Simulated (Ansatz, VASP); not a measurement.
# Si4C in VASP and in Ansatz

The input INCAR:

```
  ALGO = Normal
  EDIFF = 1E-6
  ENCUT = 520
  GGA = PE
  ISIF = 2
  ISMEAR = 0
  ISPIN = 2
  LASPH = True
  LCHARG = False
  LORBIT = 11
  LREAL = False
  LWAVE = False
  MAGMOM = 0 0 0 0 0 0 0 0 1 1
  NBANDS = 35
  NELM = 150
  PREC = Accurate
  SIGMA = 0.1
```

File KPOINTS:

```
k-points
0
Gamma
  6 6 1
```

The input POSCAR:

```
Si4C
1.0
    3.0788488266      0.0000000000      0.0000000000
   -1.5394244133      2.6663612983      0.0000000000
    0.0000000000      0.0000000000     17.0232757277
Si C
8 2
Direct
    0.3333333333      0.6666666667      0.7886444536
    0.3333333333      0.6666666667      0.0000000000
    0.3333333333      0.6666666667      0.2113555464
    0.6666666667      0.3333333333      0.6397859310
    0.6666666667      0.3333333333      0.8922127749
    0.6666666667      0.3333333333      0.1077872251
    0.6666666667      0.3333333333      0.3602140690
    0.6666666667      0.3333333333      0.5000000000
    0.3333333333      0.6666666667      0.6757028873
    0.3333333333      0.6666666667      0.3242971127
```

Input for Ansatz:

```yaml
crystal:
  lattice:
    - [3.0788488266, 0.0, 0.0]
    - [-1.5394244133, 2.6663612983, 0.0]
    - [0.0, 0.0, 17.0232757277]
  atoms:
    - { symbol: Si, position: [0.3333333333, 0.6666666667, 0.7886444536] }
    - { symbol: Si, position: [0.3333333333, 0.6666666667, 0.0] }
    - { symbol: Si, position: [0.3333333333, 0.6666666667, 0.2113555464] }
    - { symbol: Si, position: [0.6666666667, 0.3333333333, 0.639785931] }
    - { symbol: Si, position: [0.6666666667, 0.3333333333, 0.8922127749] }
    - { symbol: Si, position: [0.6666666667, 0.3333333333, 0.1077872251] }
    - { symbol: Si, position: [0.6666666667, 0.3333333333, 0.360214069] }
    - { symbol: Si, position: [0.6666666667, 0.3333333333, 0.5] }
    - { symbol: C, position: [0.3333333333, 0.6666666667, 0.6757028873], spin: 1.0 }
    - { symbol: C, position: [0.3333333333, 0.6666666667, 0.3242971127], spin: 1.0 }
basis:
  ecutwfc: 420
kpoints:
  mp_grid: { grid: [6, 6, 1] }
hamiltonian:
  xc: pbe
scf:
  occupations: { method: gaussian, width: 0.1 }
  lower_state_search: "off"
output:
  forces: true
  stress: true
  eigenvalues: true
  populations: true
magnetization:
  spin_polarized: true
```

Alike in both runs: task single point; functional PBE; k mesh 6 × 6 × 1; occupations gaussian, width 0.1 eV; collinear spin.

|  | VASP | Ansatz |
| --- | --- | --- |
| version | VASP 6.6.1 | Ansatz 0.2.0 |
| potentials or method | VASP PAW PBE potentials, release 64 (Si, C), cutoff 520 eV | scalar-relativistic, plane waves, PAW |
| valence electrons in the cell | 40 | 40 |

|  | VASP | Ansatz | Ansatz less VASP |
| --- | --- | --- | --- |
| gap on the k mesh at the Fermi level (eV) | none | none | - |
| pressure (GPa) | -0.1 | -0.1 | +0.05 |
| traceless stress, the component that is largest in VASP (GPa) | 1.72 | 1.77 | +0.050 |
| rms of the force components (eV/Å) | 0.039 | 0.037 | -0.0011 |
| net moment per atom (μB) | 0.00 | 0.00 | 0.000 |

Atom by atom the forces differ by 0.002 eV/Å (rms over components). A gap of «none» marks a metal or a gap that the smearing closes. Ansatz's warnings: seeded moment not kept.

The k mesh is coarse, so the values compare programs but aren't converged.
